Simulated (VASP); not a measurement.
# Si3N4 (I-43d) in VASP: a series of runs

The runs below take Si3N4 through relaxation of the atoms, with PBEsol.

All numbers are computed with VASP 6.6.1; they aren't measurements. Logs are shortened: lines on timing, memory, paths and dates and some standing lists are left out, and cuts for length are marked.

**1. The cell of the first run**

Symmetry: I-43d, No. 220, cubic system. Conventional cell: a = 6.186 Å, b = 6.186 Å, c = 6.186 Å, α = 90.00°, β = 90.00°, γ = 90.00°. Within 2.2 Å of Si (site symmetry -4) lie 4 N at 1.68 Å. Within 2.2 Å of N (site symmetry 3) lie 3 Si at 1.68 Å.

**2. Relaxation of the atoms, PBEsol (8.45 Å³/atom)**

INCAR reads:

```
SYSTEM = Si3N4
PREC     = Accurate       ! precision mode
ENCUT    = 520            ! plane-wave cutoff, eV
EDIFF    = 1E-6           ! SCF threshold, eV
ISMEAR   = 0              ! smearing method
SIGMA    = 0.02           ! smearing width, eV
LREAL    = .FALSE.        ! projectors in reciprocal space
LASPH    = .TRUE.         ! aspherical terms in the spheres
NELM     = 80             ! most SCF steps
ALGO     = Normal         ! electronic algorithm
ISIF     = 2              ! what is computed and relaxed
LWAVE    = .FALSE.        ! write WAVECAR
LCHARG   = .FALSE.        ! write CHGCAR
GGA      = PS             ! functional
IBRION   = 2              ! ionic algorithm
NSW      = 50             ! ionic steps
EDIFFG   = -0.01          ! ionic threshold
```

KPOINTS reads:

```
regular mesh
0
G
  6 6 6
  0 0 0
```

POSCAR reads:

```
Si3N4
1.0
   -3.0928996896      3.0928996896      3.0928996896
    3.0928996896     -3.0928996896      3.0928996896
    3.0928996896      3.0928996896     -3.0928996896
Si N
6 8
Direct
    0.2500000000      0.1250000000      0.8750000000
    0.8750000000      0.2500000000      0.1250000000
    0.7500000000      0.3750000000      0.6250000000
    0.6250000000      0.7500000000      0.3750000000
    0.1250000000      0.8750000000      0.2500000000
    0.3750000000      0.6250000000      0.7500000000
    0.5500448044      0.5500448044      0.5500448044
    0.4499551956      0.5000000000      0.0000000000
    0.5000000000      0.0000000000      0.9499551956
    0.0000000000      0.4499551956      0.5000000000
    0.9499551956      0.5000000000      0.0000000000
    0.0500448044      0.0500448044      0.0500448044
    0.0000000000      0.9499551956      0.5000000000
    0.5000000000      0.0000000000      0.4499551956
```

Potentials or basis: VASP PAW PBE potentials, release 64 (Si, N).

Command:

```sh
$ cat potpaw_PBE.64/Si/POTCAR potpaw_PBE.64/N/POTCAR > POTCAR
$ mpirun -np 1 vasp_std > vasp.out
```

OUTCAR:

```text
SYSTEM = Si3N4
   PREC = Accurate
   ENCUT = 520
   EDIFF = 1E-6
   ISMEAR = 0
   LREAL = .FALSE.
   LASPH = .TRUE.
   NELM = 80
   ISIF = 2
   GGA = PS
   IBRION = 2
   NSW = 50
   EDIFFG = -0.01

 ion  position               nearest neighbor table
   1  0.250  0.125  0.875-  12 1.68   9 1.68   8 1.68  13 1.68   4 2.89   5 2.89   4 2.89   5 2.89
                             6 2.89   2 2.89   6 2.89   2 2.89
   2  0.875  0.250  0.125-  11 1.68  12 1.68  10 1.68   9 1.68   5 2.89   6 2.89   6 2.89   5 2.89
                             1 2.89   3 2.89   1 2.89   3 2.89
   3  0.750  0.375  0.625-   7 1.68  10 1.68  11 1.68  14 1.68   6 2.89   5 2.89   5 2.89   6 2.89
                             2 2.89   2 2.89   4 2.89   4 2.89
   4  0.625  0.750  0.375-   7 1.68   8 1.68  13 1.68  14 1.68   1 2.89   6 2.89   1 2.89   5 2.89
                             6 2.89   3 2.89   3 2.89   5 2.89
   5  0.125  0.875  0.250-  12 1.68  13 1.68  11 1.68  14 1.68   3 2.89   1 2.89   2 2.89   3 2.89
                             1 2.89   2 2.89   4 2.89   4 2.89
   6  0.375  0.625  0.750-   7 1.68   8 1.68   9 1.68  10 1.68   2 2.89   4 2.89   3 2.89   2 2.89
                             1 2.89   1 2.89   3 2.89   4 2.89
   7  0.550  0.550  0.550-   3 1.68   4 1.68   6 1.68
   8  0.450  0.500  0.000-   6 1.68   4 1.68   1 1.68
   9  0.500  0.000  0.950-   1 1.68   6 1.68   2 1.68
  10  0.000  0.450  0.500-   3 1.68   2 1.68   6 1.68
  11  0.950  0.500  0.000-   2 1.68   3 1.68   5 1.68
  12  0.050  0.050  0.050-   1 1.68   2 1.68   5 1.68
  13  0.000  0.950  0.500-   5 1.68   4 1.68   1 1.68
  14  0.500  0.000  0.450-   4 1.68   5 1.68   3 1.68

  LATTYP: Found a body centered cubic cell.
 ALAT       =     6.1857993792

  Lattice vectors:

 A1 = (  -3.0928996896,   3.0928996896,   3.0928996896)
 A2 = (   3.0928996896,  -3.0928996896,   3.0928996896)
 A3 = (   3.0928996896,   3.0928996896,  -3.0928996896)

Analysis of symmetry for initial positions (statically):
=====================================================================
 Subroutine PRICEL returns:
 Original cell was already a primitive cell.

 Routine SETGRP: Setting up the symmetry group for a
 body centered cubic supercell.

 Subroutine GETGRP returns: Found 24 space group operations
 (whereof  3 operations were pure point group operations)
 out of a pool of 48 trial point group operations.

The static configuration has the point symmetry C_3 .
 The point group associated with its full space group is T_d .

Analysis of symmetry for dynamics (positions and initial velocities):
=====================================================================
 Subroutine PRICEL returns:
 Original cell was already a primitive cell.

 Routine SETGRP: Setting up the symmetry group for a
 body centered cubic supercell.

 Subroutine GETGRP returns: Found 24 space group operations
 (whereof  3 operations were pure point group operations)
 out of a pool of 48 trial point group operations.

The dynamic configuration has the point symmetry C_3 .
 The point group associated with its full space group is T_d .

 Subroutine INISYM returns: Found 24 space group operations
 (whereof  3 operations are pure point group operations),
 and found     1 'primitive' translations

----------------------------------------------------------------------------------------

                                     Primitive cell

  volume of cell :     118.3471

  direct lattice vectors                    reciprocal lattice vectors
    -3.092899690  3.092899690  3.092899690     0.000000000  0.161660594  0.161660594
     3.092899690 -3.092899690  3.092899690     0.161660594  0.000000000  0.161660594
     3.092899690  3.092899690 -3.092899690     0.161660594  0.161660594  0.000000000

  length of vectors
     5.357059405  5.357059405  5.357059405     0.228622604  0.228622604  0.228622604

  position of ions in fractional coordinates (direct lattice)
     0.250000000  0.125000000  0.875000000
     0.875000000  0.250000000  0.125000000
     0.750000000  0.375000000  0.625000000
[... 47 lines left out ...]
   ISPIN  =      1    spin polarized calculation?
   LNONCOLLINEAR =      F non collinear calculations
   LSORBIT =      F    spin-orbit coupling
   LASPH  =      T    aspherical Exc in radial PAW
   ENCUT  =  520.0 eV  38.22 Ry    6.18 a.u.   9.96  9.96  9.96*2*pi/ulx,y,z
   NELM   =     80;   NELMIN=  2; NELMDL= -5     # of ELM steps
   EDIFF  = 0.1E-05   stopping-criterion for ELM
   LREAL  =      F    real-space projection
   EDIFFG = -.1E-01   stopping-criterion for IOM
   NSW    =     50    number of steps for IOM
   IBRION =      2    ionic relax: 0-MD 1-quasi-New 2-CG
   NFREE  =      1    steps in history (QN), initial steepest desc. (CG)
   ISIF   =      2    stress and relaxation
   ISYM   =      2    0-nonsym 1-usesym 2-fastsym
   POTIM  = 0.5000    time-step for ionic-motion
   TEBEG  =    0.0;   TEEND  =   0.0 temperature during run
   PSTRESS=    0.0 pullay stress
   NELECT =      64.0000    total number of electrons
   NUPDOWN=      -1.0000    fix difference up-down
   EMIN   =  10.00;   EMAX   =-10.00  energy-range for DOS
   EFERMI =   0.00;   METHOD = LEGACY
   ISMEAR =     0;   SIGMA  =   0.02  broadening in eV -4-tet -1-fermi 0-gaus
   EFERMI_NEDOS =   21; number of points for ismear=-14 and -15
   IALGO  =     38    algorithm
   IMIX   =      4    mixing-type and parameters
     AMIX     =   0.40;   BMIX     =  1.00
     AMIX_MAG =   1.60;   BMIX_MAG =  1.00
  volume/ion in A,a.u.               =       8.45        57.05
  Fermi-wavevector in a.u.,A,eV,Ry     =   1.333774  2.520468 24.204135  1.778954
  Thomas-Fermi vector in A             =   2.462607
   LORBIT       =      0    0 simple, 1 ext, 2 COOP (PROOUT), +10 PAW based schemes
   GGA     = PS    functional components
   LHFCALC =     F    Hartree Fock is set to
   AEXX    =    0.0000 exact exchange contribution
   IVDW    =     0    specifies the selected vdW correction
   LEPSILON=     F    determine dielectric tensor
   LRPA    =     F    only Hartree local field effects (RPA)
 conjugate gradient relaxation of ions
 non-spin polarized calculation
 Gauss-broadening in eV      SIGMA  =   0.02
  energy-cutoff  :      520.00
  volume of cell :      118.35
 maximum number of plane-waves:      3252
   NGX = 19   NGY = 19   NGZ = 19

--------------------------------------- Ionic step        1  -------------------------------------------

 number of electron      63.9999995 magnetization

 Free energy of the ion-electron system (eV)
  ---------------------------------------------------
  ext. energy  EPLUGINS =         0.00000000
  ---------------------------------------------------
  free energy    TOTEN  =      -117.26939734 eV

  energy without entropy =     -117.26939734  energy(sigma->0) =     -117.26939734

------------------------ aborting loop because EDIFF is reached ----------------------------------------

  FORCE on cell =-STRESS in cart. coord.  units (eV):
  Direction    XX          YY          ZZ          XY          YZ          ZX
  --------------------------------------------------------------------------------------
  -------------------------------------------------------------------------------------
  Total       31.4100662     31.4100662     31.4100662      0.0000000     -0.0000000     -0.0000000
  in kB      425.2280819    425.2280819    425.2280819      0.0000000     -0.0000000     -0.0000000
  external PRESSURE =     425.2280819 kB  Pullay stress =       0.0000000 kB
[... 129 lines left out ...]
  energy  without entropy=     -117.2889411913  energy(sigma->0) =     -117.28894119

--------------------------------------- Ionic step        4  -------------------------------------------

 number of electron      63.9999996 magnetization

 Free energy of the ion-electron system (eV)
  ---------------------------------------------------
  ext. energy  EPLUGINS =         0.00000000
  ---------------------------------------------------
  free energy    TOTEN  =      -117.28969392 eV

  energy without entropy =     -117.28969392  energy(sigma->0) =     -117.28969392

 E-fermi :   9.4423     XC(G=0): -12.2459

 val. band max:        9.3261041328   @ k =   0.0000   0.0000   0.0000
 cond. band min:      13.2665205768   @ k =  -0.1667   0.1667   0.1667
 fundamental gap:      3.9404164440
 Fermi energy:         9.4423431396

 k-point     1 :       0.0000    0.0000    0.0000
  band No.  band energies     occupation
      1      -9.9949      2.00000
      2      -6.5258      2.00000
      3      -6.5258      2.00000
      4      -6.5258      2.00000
      5      -6.0016      2.00000
      6      -6.0016      2.00000
[... 718 lines left out ...]
  FREE ENERGIE OF THE ION-ELECTRON SYSTEM (eV)
  ---------------------------------------------------
  free  energy   TOTEN  =      -117.2896939225 eV

  energy  without entropy=     -117.2896939225  energy(sigma->0) =     -117.28969392

 reached required accuracy - stopping structural energy minimisation
```

It took 4 min on 1 thread of Intel Xeon 8259CL, shared host; peak memory 0.26 GiB.

What came out:

```
Free energy               : -117.2897 eV
Energy gained by relaxing : 1.4 meV/atom
Ionic steps               : 4
Pressure after relaxing   : 40.7 GPa
Band gap on the k mesh    : 3.94 eV (least direct gap 4.09 eV)
```

The path:
| step | energy change (eV) | largest force (eV/Å) | pressure (GPa) |
| --- | --- | --- | --- |
| 1 | 0.0000 | 0.1457 | 42.52 |
| 2 | -0.0074 | 0.1161 | 42.18 |
| 3 | -0.0195 | 0.0284 | 41.08 |
| 4 | -0.0203 | 0.0006 | 40.71 |

Final structure:
```
CELL_PARAMETERS angstrom
-3.09290 3.09290 3.09290
3.09290 -3.09290 3.09290
3.09290 3.09290 -3.09290
ATOMIC_POSITIONS crystal
Si 0.25000 0.12500 0.87500
Si 0.87500 0.25000 0.12500
Si 0.75000 0.37500 0.62500
Si 0.62500 0.75000 0.37500
Si 0.12500 0.87500 0.25000
Si 0.37500 0.62500 0.75000
N 0.54352 0.54352 0.54352
N 0.45648 0.50000 0.00000
N 0.50000 0.00000 0.95648
N 0.00000 0.45648 0.50000
N 0.95648 0.50000 0.00000
N 0.04352 0.04352 0.04352
N 0.00000 0.95648 0.50000
N 0.50000 0.00000 0.45648
```

Caveat: the PAW data sets were made with another functional, which shifts forces and pressure a little. A k mesh can miss the band edges.

**3. Relaxation of the atoms, PBEsol (9.03 Å³/atom)**

This run uses another cell than the first one, of 9.03 Å³/atom.

INCAR reads:

```
SYSTEM = Si3N4
  PREC = Accurate
  ENCUT = 520
  EDIFF = 1E-6
  ISMEAR = 0
  SIGMA = 0.02
  LREAL = .FALSE.
  LASPH = .TRUE.
  NELM = 60
  ALGO = Normal
  ISIF = 2
  LWAVE = .FALSE.
  LCHARG = .FALSE.
  GGA = PS
  IBRION = 2
  NSW = 50
  EDIFFG = -0.01
```

KPOINTS reads:

```
Automatic mesh
0
G
  6 6 6
  0 0 0
```

POSCAR reads:

```
Si3N4
1.0
   -3.1616531863      3.1616531863      3.1616531863
    3.1616531863     -3.1616531863      3.1616531863
    3.1616531863      3.1616531863     -3.1616531863
Si N
6 8
Direct
    0.2500000000      0.1250000000      0.8750000000
    0.8750000000      0.2500000000      0.1250000000
    0.7500000000      0.3750000000      0.6250000000
    0.6250000000      0.7500000000      0.3750000000
    0.1250000000      0.8750000000      0.2500000000
    0.3750000000      0.6250000000      0.7500000000
    0.5585841147      0.5585841147      0.5585841147
    0.4414158853      0.5000000000      0.0000000000
    0.5000000000      0.0000000000      0.9414158853
    0.0000000000      0.4414158853      0.5000000000
    0.9414158853      0.5000000000      0.0000000000
    0.0585841147      0.0585841147      0.0585841147
    0.0000000000      0.9414158853      0.5000000000
    0.5000000000      0.0000000000      0.4414158853
```

Potentials or basis: VASP PAW PBE potentials, release 64 (Si, N).

Command:

```sh
$ cat potpaw_PBE.64/Si/POTCAR potpaw_PBE.64/N/POTCAR > POTCAR
$ mpirun -np 1 vasp_std > vasp.out
```

Wall time 4 min (1 thread of Oxide Virtual Turin-like, shared host); peak memory 0.24 GiB.

Results (log left out):

```
Free energy                  : -118.7615 eV
Energy gained by relaxing    : 0.6 meV/atom
Ionic steps                  : 3
Pressure after relaxing      : 18.2 GPa
Largest force after relaxing : 0.005 eV/Å
Band gap on the k mesh       : 4.05 eV (least direct gap 4.28 eV)
```

Forces in eV/Å, atoms in the order of the input:
```
Si   0.000  0.000  0.000
Si   0.000  0.000  0.000
Si   0.000  0.000  0.000
Si   0.000  0.000  0.000
Si   0.000  0.000  0.000
Si   0.000  0.000  0.000
N   -0.003 -0.003 -0.003
N   -0.003  0.003  0.003
N    0.003  0.003 -0.003
N    0.003 -0.003  0.003
N   -0.003  0.003  0.003
N   -0.003 -0.003 -0.003
N    0.003 -0.003  0.003
N    0.003  0.003 -0.003
```

The path:
```csv
step,energy change (eV),largest force (eV/Å),pressure (GPa)
1,0.0000,0.0981,18.83
2,-0.0033,0.0746,18.68
3,-0.0079,0.0051,18.20
```

Final structure:
```
Si N
1.0
    -3.16165    3.16165    3.16165
     3.16165   -3.16165    3.16165
     3.16165    3.16165   -3.16165
Si N
6 8
Direct
  0.25000 0.12500 0.87500
  0.87500 0.25000 0.12500
  0.75000 0.37500 0.62500
  0.62500 0.75000 0.37500
  0.12500 0.87500 0.25000
  0.37500 0.62500 0.75000
  0.55513 0.55513 0.55513
  0.44487 0.50000 0.00000
  0.50000 0.00000 0.94487
  0.00000 0.44487 0.50000
  0.94487 0.50000 0.00000
  0.05513 0.05513 0.05513
  0.00000 0.94487 0.50000
  0.50000 0.00000 0.44487
```

Levels at points of the mesh, in eV from the valence-band top:
| k point | band 28 | band 29 | band 30 | band 31 | band 32 | band 33 | band 34 | band 35 | band 36 | band 37 |
| --- | --- | --- | --- | --- | --- | --- | --- | --- | --- | --- |
| (0.00, 0.00, 0.00) | -2.06 | -0.15 | -0.15 | -0.15 | -0.03 | 4.39 | 4.39 | 5.01 | 5.01 | 5.01 |
| (0.50, 0.00, 0.00) | -2.14 | -1.38 | -1.38 | -0.01 | -0.01 | 5.11 | 5.11 | 6.38 | 6.38 | 6.71 |
| (0.50, 0.50, 0.50) | -2.13 | -2.13 | -2.13 | -1.29 | -1.29 | 5.57 | 5.57 | 5.57 | 5.57 | 5.57 |

Caveat: the PAW data sets were made with another functional, which shifts forces and pressure a little. A k mesh can miss the band edges.

**4. Relaxation of the atoms, PBEsol (9.89 Å³/atom)**

This run uses another cell than the first one, of 9.89 Å³/atom.

INCAR reads:

```
SYSTEM = Si3N4
PREC = Accurate ; ENCUT = 520
EDIFF = 1E-7 ; ISMEAR = 0
SIGMA = 0.02 ; LREAL = .FALSE.
LASPH = .TRUE. ; NELM = 60
ALGO = Normal ; ISIF = 2
LWAVE = .FALSE. ; LCHARG = .FALSE.
GGA = PS ; IBRION = 2
NSW = 50 ; EDIFFG = -0.01
```

KPOINTS reads:

```
regular mesh
0
G
  6 6 6
  0 0 0
```

POSCAR reads:

```
Si3N4
1.0
   -3.2594977519      3.2594977519      3.2594977519
    3.2594977519     -3.2594977519      3.2594977519
    3.2594977519      3.2594977519     -3.2594977519
Si N
6 8
Direct
    0.2500000000      0.1250000000      0.8750000000
    0.8750000000      0.2500000000      0.1250000000
    0.7500000000      0.3750000000      0.6250000000
    0.6250000000      0.7500000000      0.3750000000
    0.1250000000      0.8750000000      0.2500000000
    0.3750000000      0.6250000000      0.7500000000
    0.5616923873      0.5616923873      0.5616923873
    0.4383076127      0.5000000000      0.0000000000
    0.5000000000      0.0000000000      0.9383076127
    0.0000000000      0.4383076127      0.5000000000
    0.9383076127      0.5000000000      0.0000000000
    0.0616923873      0.0616923873      0.0616923873
    0.0000000000      0.9383076127      0.5000000000
    0.5000000000      0.0000000000      0.4383076127
```

Command:

```sh
$ cat potpaw_PBE.64/Si/POTCAR potpaw_PBE.64/N/POTCAR > POTCAR
$ mpirun -np 1 vasp_std > vasp.out
```

It took 7.5 min on 1 thread of Oxide Virtual Turin-like, shared host; peak memory 0.25 GiB.

The run converged. Its results:

```yaml
Free_energy: -119.1245 eV
Energy_gained_by_relaxing: 0.2 meV/atom
Ionic_steps: 4
Pressure_after_relaxing: -7.1 GPa
Band_gap_on_the_k_mesh: 3.85 eV (least direct gap 4.05 eV)
```

Step by step:
| step | energy change (eV) | largest force (eV/Å) | pressure (GPa) |
| --- | --- | --- | --- |
| 1 | 0.0000 | 0.0669 | -7.40 |
| 2 | -0.0015 | 0.0489 | -7.33 |
| 3 | -0.0032 | 0.0118 | -7.18 |
| 4 | -0.0033 | 0.0003 | -7.14 |

Final structure:
```
Si N
1.0
    -3.25950    3.25950    3.25950
     3.25950   -3.25950    3.25950
     3.25950    3.25950   -3.25950
Si N
6 8
Direct
  0.25000 0.12500 0.87500
  0.87500 0.25000 0.12500
  0.75000 0.37500 0.62500
  0.62500 0.75000 0.37500
  0.12500 0.87500 0.25000
  0.37500 0.62500 0.75000
  0.56385 0.56385 0.56385
  0.43615 0.50000 0.00000
  0.50000 0.00000 0.93615
  0.00000 0.43615 0.50000
  0.93615 0.50000 0.00000
  0.06385 0.06385 0.06385
  0.00000 0.93615 0.50000
  0.50000 0.00000 0.43615
```

Levels at points of the mesh, in eV from the valence-band top:
| k point | band 29 | band 30 | band 31 | band 32 | band 33 | band 34 | band 35 | band 36 |
| --- | --- | --- | --- | --- | --- | --- | --- | --- |
| (0.00, 0.00, 0.00) | -0.17 | -0.17 | -0.17 | -0.07 | 4.37 | 4.44 | 4.44 | 4.44 |
| (0.50, 0.00, 0.00) | -1.28 | -1.28 | -0.02 | -0.02 | 4.76 | 4.76 | 5.68 | 5.68 |
| (0.50, 0.50, 0.50) | -1.89 | -1.89 | -1.20 | -1.20 | 5.18 | 5.18 | 5.18 | 5.18 |

Caveat: the PAW data sets were made with another functional, which shifts forces and pressure a little.

**5. Overview**

```tsv
cell	gap on the mesh (eV)	pressure (GPa)
atoms relaxed from a = 5.357 Å, angles 109.5°, 14 atoms, atomic positions A	3.94	40.7
atoms relaxed from a = 5.476 Å, angles 109.5°, 14 atoms, atomic positions B	4.05	18.2
atoms relaxed from a = 5.646 Å, angles 109.5°, 14 atoms, atomic positions C	3.85	-7.1
```

Alike in all rows: task relaxation of the atoms; level PBEsol; potentials or basis VASP PAW PBE potentials, release 64 (Si, N); no spin polarisation; k mesh 6 × 6 × 6; cutoff (eV) 520; smearing gaussian 0.02 eV.

Caveats: the PAW data sets were made with another functional, which shifts forces and pressure a little.

Absolute energies hang on the potentials; compare differences alone.
